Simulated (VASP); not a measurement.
# Au (P-3m1) in VASP: single point with PBE

Aim: the single point of Au with PBE.

Everything below comes from runs of VASP 6.6.1. Logs are shortened: lines on timing, memory, paths and dates and some standing lists are left out, and cuts for length are marked.

## Step 1: The cell of the first run

It takes space group P-3m1 (No. 164, trigonal). The conventional cell has a = 2.940 Å, b = 2.940 Å, c = 14.254 Å, α = 90.00°, β = 90.00°, γ = 120.00°. Au (site symmetry 3m) has 12 Au at 2.82 to 2.94 Å within 3.7 Å. Au (site symmetry 3m) has 12 Au at 2.94 Å within 3.9 Å. Within 3.9 Å of Au (site symmetry 3m) lie 12 Au at 2.94 Å.

## Step 2: Single point, PBE

File INCAR:

```
SYSTEM = Au
PREC = Accurate ; ENCUT = 520
EDIFF = 1E-6 ; ISMEAR = 0
SIGMA = 0.15 ; LREAL = .False.
LASPH = .True. ; NELM = 80
ALGO = Fast ; ISIF = 2
LWAVE = .False. ; LCHARG = .False.
GGA = PE ; NBANDS = 42
```

File KPOINTS:

```
Automatic mesh
0
Gamma
  23 23 4
  0 0 0
```

File POSCAR:

```
Au
1.0
    2.0790388404     -2.0790388404      0.0000000000
    2.0790388404      0.0000000000     -2.0790388404
    8.2295528214      8.2295528214      8.2295528214
Au
6
Direct
    0.6666666667      0.6666666667      0.0841934379
    0.0000000000      0.0000000000      0.9262962372
    0.3333333333      0.3333333333      0.2526139977
    0.6666666667      0.6666666667      0.5894551175
    0.0000000000      0.0000000000      0.4210345576
    0.3333333333      0.3333333333      0.7578756773
```

Potentials or basis: VASP PAW PBE potentials, release 64 (Au).

Run with:

```bash
cat potpaw_PBE.64/Au/POTCAR > POTCAR
mpirun -np 1 vasp_std > vasp.out
```

OUTCAR:

```text
SYSTEM = Au
   PREC = Accurate
   ENCUT = 520
   EDIFF = 1E-6
   ISMEAR = 0
   LREAL = .False.
   LASPH = .True.
   NELM = 80
   ISIF = 2
   GGA = PE

 ion  position               nearest neighbor table
   1  0.667  0.667  0.084-   2 2.82   2 2.82   2 2.82   3 2.94   3 2.94   3 2.94
   2  0.000  0.000  0.926-   1 2.82   1 2.82   1 2.82   6 2.94   6 2.94   6 2.94
   3  0.333  0.333  0.253-   1 2.94   1 2.94   1 2.94   5 2.94   5 2.94   5 2.94
   4  0.667  0.667  0.589-   6 2.94   6 2.94   6 2.94   5 2.94   5 2.94   5 2.94
   5  0.000  0.000  0.421-   3 2.94   4 2.94   4 2.94   4 2.94   3 2.94   3 2.94
   6  0.333  0.333  0.758-   4 2.94   4 2.94   4 2.94   2 2.94   2 2.94   2 2.94

  LATTYP: Found a hexagonal cell.
 ALAT       =     2.9402049248
 C/A-ratio  =     4.8479626335

  Lattice vectors:

 A1 = (  -2.0790388404,   0.0000000000,   2.0790388404)
 A2 = (   2.0790388404,  -2.0790388404,   0.0000000000)
 A3 = (   8.2295528214,   8.2295528214,   8.2295528214)

Analysis of symmetry for initial positions (statically):
=====================================================================
 Subroutine PRICEL returns:
 Original cell was already a primitive cell.

 Routine SETGRP: Setting up the symmetry group for a
 hexagonal supercell.

 Subroutine GETGRP returns: Found 12 space group operations
 (whereof  6 operations were pure point group operations)
 out of a pool of 24 trial point group operations.

The static configuration has the point symmetry C_3v.
 The point group associated with its full space group is D_3d.

Analysis of symmetry for dynamics (positions and initial velocities):
=====================================================================
 Subroutine PRICEL returns:
 Original cell was already a primitive cell.

 Routine SETGRP: Setting up the symmetry group for a
 hexagonal supercell.

 Subroutine GETGRP returns: Found 12 space group operations
 (whereof  6 operations were pure point group operations)
 out of a pool of 24 trial point group operations.

The dynamic configuration has the point symmetry C_3v.
 The point group associated with its full space group is D_3d.

 Subroutine INISYM returns: Found 12 space group operations
 (whereof  6 operations are pure point group operations),
 and found     1 'primitive' translations

----------------------------------------------------------------------------------------

                                     Primitive cell

  volume of cell :     106.7143

  direct lattice vectors                    reciprocal lattice vectors
     2.079038840 -2.079038840  0.000000000     0.160330498 -0.320660997  0.160330498
     2.079038840  0.000000000 -2.079038840     0.160330498  0.160330498 -0.320660997
     8.229552821  8.229552821  8.229552821     0.040504428  0.040504428  0.040504428

  length of vectors
     2.940204925  2.940204925 14.254003610     0.392727911  0.392727911  0.070155728

  position of ions in fractional coordinates (direct lattice)
     0.666666667  0.666666667  0.084193438
     0.000000000  0.000000000  0.926296237
     0.333333333  0.333333333  0.252613998
     0.666666667  0.666666667  0.589455118
     0.000000000  0.000000000  0.421034558
     0.333333333  0.333333333  0.757875677

  ion indices of the primitive-cell ions
   primitive index   ion index
                 1           1
                 2           2
                 3           3
                 4           4
                 5           5
                 6           6

----------------------------------------------------------------------------------------

 KPOINTS: Automatic mesh

Automatic generation of k-mesh.
 Grid dimensions read from file:
 generate k-points for:   23   23    4

 Generating k-lattice:

  Cartesian coordinates                     Fractional coordinates (reciprocal lattice)
     0.006970891 -0.013941782  0.006970891     0.043478261  0.000000000  0.000000000
     0.006970891  0.006970891 -0.013941782     0.000000000  0.043478261  0.000000000
     0.010126107  0.010126107  0.010126107     0.000000000  0.000000000  0.250000000

  Length of vectors
     0.017075127  0.017075127  0.017538932

  Shift w.r.t. Gamma in fractional coordinates (k-lattice)
     0.000000000  0.000000000  0.000000000

 Subroutine IBZKPT returns following result:
 ===========================================

 Found    212 irreducible k-points:

 Following reciprocal coordinates:
            Coordinates               Weight
  0.000000  0.000000  0.000000      1.000000
  0.043478  0.000000  0.000000      6.000000
  0.086957  0.000000  0.000000      6.000000
  0.130435  0.000000  0.000000      6.000000
  0.173913  0.000000  0.000000      6.000000
  0.217391  0.000000  0.000000      6.000000
[... 16 lines left out ...]
 -0.478261  0.043478 -0.000000      6.000000
  0.173913  0.086957  0.000000      6.000000
 [... further k-points ...]
   k-points           NKPTS =    212   k-points in BZ     NKDIM =    212   number of bands    NBANDS=     42
   number of dos      NEDOS =    301   number of ions     NIONS =      6
   total plane-waves  NPLWV =  62208
   dimension x,y,z NGX =    24 NGY =   24 NGZ =  108
   dimension x,y,z NGXF=    48 NGYF=   48 NGZF=  216
   ions per type =               6
   NGX,Y,Z   is equivalent  to a cutoff of  13.57, 13.57, 12.60 a.u.
   NGXF,Y,Z  is equivalent  to a cutoff of  27.14, 27.14, 25.19 a.u.
 SYSTEM =  Au
   PREC   = accura    normal or accurate (medium, high low for compatibility)
   ISTART =      0    job   : 0-new  1-cont  2-samecut
   ICHARG =      2    charge: 1-file 2-atom 10-const
   ISPIN  =      1    spin polarized calculation?
   LNONCOLLINEAR =      F non collinear calculations
   LSORBIT =      F    spin-orbit coupling
   LASPH  =      T    aspherical Exc in radial PAW
   ENCUT  =  520.0 eV  38.22 Ry    6.18 a.u.   5.47  5.47 26.50*2*pi/ulx,y,z
   NELM   =     80;   NELMIN=  2; NELMDL= -5     # of ELM steps
   EDIFF  = 0.1E-05   stopping-criterion for ELM
   LREAL  =      F    real-space projection
   EDIFFG = 0.1E-04   stopping-criterion for IOM
   NSW    =      0    number of steps for IOM
   IBRION =     -1    ionic relax: 0-MD 1-quasi-New 2-CG
   NFREE  =      0    steps in history (QN), initial steepest desc. (CG)
   ISIF   =      2    stress and relaxation
   ISYM   =      2    0-nonsym 1-usesym 2-fastsym
   POTIM  = 0.5000    time-step for ionic-motion
   TEBEG  =    0.0;   TEEND  =   0.0 temperature during run
   PSTRESS=    0.0 pullay stress
   NELECT =      66.0000    total number of electrons
   NUPDOWN=      -1.0000    fix difference up-down
   EMIN   =  10.00;   EMAX   =-10.00  energy-range for DOS
   EFERMI =   0.00;   METHOD = LEGACY
   ISMEAR =     0;   SIGMA  =   0.15  broadening in eV -4-tet -1-fermi 0-gaus
   EFERMI_NEDOS =   21; number of points for ismear=-14 and -15
   IALGO  =     68    algorithm
   IMIX   =      4    mixing-type and parameters
     AMIX     =   0.40;   BMIX     =  1.00
     AMIX_MAG =   1.60;   BMIX_MAG =  1.00
  volume/ion in A,a.u.               =      17.79       120.02
  Fermi-wavevector in a.u.,A,eV,Ry     =   1.394811  2.635810 26.470089  1.945497
  Thomas-Fermi vector in A             =   2.518323
   LORBIT       =      0    0 simple, 1 ext, 2 COOP (PROOUT), +10 PAW based schemes
   GGA     = PE    functional components
   LHFCALC =     F    Hartree Fock is set to
   AEXX    =    0.0000 exact exchange contribution
   IVDW    =     0    specifies the selected vdW correction
   LEPSILON=     F    determine dielectric tensor
   LRPA    =     F    only Hartree local field effects (RPA)
 non-spin polarized calculation
 RMM-DIIS sequential band-by-band and
 Gauss-broadening in eV      SIGMA  =   0.15
  energy-cutoff  :      520.00
  volume of cell :      106.71
 maximum number of plane-waves:      2934
 NGX is ok and might be reduce to    24
   NGX = 11   NGY = 11   NGZ = 53

 number of electron      65.9999994 magnetization

 Free energy of the ion-electron system (eV)
  ---------------------------------------------------
  ext. energy  EPLUGINS =         0.00000000
  ---------------------------------------------------
  free energy    TOTEN  =       -19.28357419 eV

  energy without entropy =      -19.25979468  energy(sigma->0) =      -19.27168443

 E-fermi :   8.7911     XC(G=0): -12.4606

 val. band max:        8.7890947647   @ k =   0.4783   0.2174   0.2500
 cond. band min:       8.7952489726   @ k =   0.3478  -0.4783   0.2500
 fundamental gap:      0.0061542079
 Fermi energy:         8.7910609625

 k-point     1 :       0.0000    0.0000    0.0000
  band No.  band energies     occupation
      1      -0.6605      2.00000
      2       0.1993      2.00000
      3       0.3406      2.00000
      4       1.6920      2.00000
      5       1.7411      2.00000
      6       1.8864      2.00000
[... 34 lines left out ...]
     41      22.8101      0.00000
     42      23.0947      0.00000

 k-point     2 :       0.0435    0.0000    0.0000
  band No.  band energies     occupation
      1      -0.6044      2.00000
      2       0.2526      2.00000
      3       0.3937      2.00000
      4       1.7421      2.00000
      5       1.7927      2.00000
      6       1.9332      2.00000
[... 34 lines left out ...]
     41      22.8526      0.00000
     42      23.1624      0.00000

 k-point     3 :       0.0870    0.0000    0.0000
  band No.  band energies     occupation
      1      -0.4383      2.00000
      2       0.4091      2.00000
      3       0.5497      2.00000
      4       1.8867      2.00000
      5       1.9434      2.00000
      6       2.0694      2.00000
[... 897 lines left out ...]
      4       2.4221      2.00000
      5       2.5070      2.00000
      6       2.5423      2.00000
[... 34 lines left out ...]
     41      15.2342      0.00000
     42      15.2821      0.00000

 k-point    24 :       0.1739    0.0870    0.0000
  band No.  band energies     occupation
      1      -0.0099      2.00000
      2       0.8024      2.00000
      3       0.9400      2.00000
      4       2.2407      2.00000
      5       2.3086      2.00000
      6       2.4053      2.00000
[... 34 lines left out ...]
     41      22.4004      0.00000
     42      22.5830      0.00000

 [... further k-points ...]

------------------------ aborting loop because EDIFF is reached ----------------------------------------

  FORCE on cell =-STRESS in cart. coord.  units (eV):
  Direction    XX          YY          ZZ          XY          YZ          ZX
  --------------------------------------------------------------------------------------
  -------------------------------------------------------------------------------------
  Total        1.0331884      1.0331884      1.0331884      0.1635232      0.1635232      0.1635232
  in kB       15.5119855     15.5119855     15.5119855      2.4550898      2.4550898      2.4550898
  external PRESSURE =      15.5119855 kB  Pullay stress =       0.0000000 kB

 VOLUME and BASIS-vectors are now :
 -----------------------------------------------------------------------------
  energy-cutoff  :      520.00
  volume of cell :      106.71
      direct lattice vectors                 reciprocal lattice vectors
     2.079038840 -2.079038840  0.000000000     0.160330498 -0.320660997  0.160330498
     2.079038840  0.000000000 -2.079038840     0.160330498  0.160330498 -0.320660997
     8.229552821  8.229552821  8.229552821     0.040504428  0.040504428  0.040504428

 POSITION                                       TOTAL-FORCE (eV/Angst)
 -----------------------------------------------------------------------------------
      3.46493     -0.69315     -0.69315         0.394387      0.394387      0.394387
      7.62300      7.62300      7.62300        -0.394387     -0.394387     -0.394387
      3.46493      1.38589      1.38589        -0.006156     -0.006156     -0.006156
      7.62300      3.46493      3.46493        -0.000952     -0.000952     -0.000952
      3.46493      3.46493      3.46493         0.000952      0.000952      0.000952
      7.62300      5.54396      5.54396         0.006156      0.006156      0.006156
 -----------------------------------------------------------------------------------
    total drift:                               -0.000001     -0.000001     -0.000001

  FREE ENERGIE OF THE ION-ELECTRON SYSTEM (eV)
  ---------------------------------------------------
  free  energy   TOTEN  =       -19.2835741857 eV

  energy  without entropy=      -19.2597946768  energy(sigma->0) =      -19.27168443
```

Run time: 10 min. Hardware: 1 thread of AMD EPYC 9R45 (Zen 5), shared host; peak memory 0.69 GiB.

What came out:

```
Free energy            : -19.2836 eV
Pressure               : 1.6 GPa
Largest force          : 0.683 eV/Å
Band gap on the k mesh : zero (band 33 reaches 11.81 eV, above the bottom of band 34 at 6.59 eV)
```

Forces on the atoms (eV/Å):
```
Au   0.394  0.394  0.394
Au  -0.394 -0.394 -0.394
Au  -0.006 -0.006 -0.006
Au  -0.001 -0.001 -0.001
Au   0.001  0.001  0.001
Au   0.006  0.006  0.006
```

Levels at points of the mesh, in eV from the Fermi level:
```
           k point  band 30  band 31  band 32  band 33  band 34  band 35  band 36  band 37  band 38  band 39
(0.00, 0.00, 0.00)    -2.55    -2.55    -2.48    -2.48    -1.94    -1.94    -0.69     2.95     7.65     7.94
(0.00, 0.00, 0.50)    -2.91    -2.13    -2.13    -2.08    -2.08    -2.02    -2.01     4.57     4.86    10.93
```

Caveat: spin-orbit coupling is left out, which moves the levels of the heavy elements.
